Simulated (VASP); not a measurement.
Set up this calculation in VASP 6.6.1, as the native input.

| Item | Value |
| --- | --- |
| Task | single point |
| Functional | PBE |
| Potentials or basis | VASP PAW PBE potentials, release 64 (Na_pv, H) |
| Cutoff | 520 eV |
| k mesh | 10 × 10 × 10 |
| Occupations | gaussian, width 0.02 eV |
| Spin | no spin polarisation |
| Dipole correction | no |
| Further INCAR settings | ALGO = Normal; EDIFF = 1e-06; NBANDS = 11 |

The structure of NaH lies in POSCAR:

```
NaH
1.0
    2.9551240000      0.0000000000      0.0000000000
    0.0000000000      2.9551240000      0.0000000000
    0.0000000000      0.0000000000      2.9551240000
Na H
1 1
Direct
    0.0000000000      0.0000000000      0.0000000000
    0.5000000000      0.5000000000      0.5304555748
```

This cell differs from its parent crystal: one atom moved.

The input as run:

INCAR

```
SYSTEM = NaH
  PREC = Accurate
  ENCUT = 520
  EDIFF = 1E-6
  ISMEAR = 0
  SIGMA = 0.02
  LREAL = .FALSE.
  LASPH = .TRUE.
  NELM = 60
  ALGO = Normal
  ISIF = 2
  LWAVE = .FALSE.
  LCHARG = .TRUE.
  GGA = PE
  LELF = .TRUE.
  LVHAR = .TRUE.
  NBANDS = 11
```

KPOINTS

```
Automatic mesh
0
G
  10 10 10
  0 0 0
```

Potentials or basis: VASP PAW PBE potentials, release 64 (Na_pv, H).

Command:

```sh
$ cat potpaw_PBE.64/Na_pv/POTCAR potpaw_PBE.64/H/POTCAR > POTCAR
$ mpirun -np 1 vasp_std > vasp.out
```

Results of the run:

```
Pressure               : 0.2 GPa
Largest force          : 0.038 eV/Å
Band gap on the k mesh : 1.04 eV, indirect (least direct gap 4.43 eV)
```

Caveat: the cell differs from its parent crystal (one atom moved).

Wall time 24 s on 1 thread of Intel(R) Xeon(R) Platinum 8175M CPU @ 2.50GHz (Skylake/Cascade Lake), with other jobs on the host, peak memory 0.15 GiB.
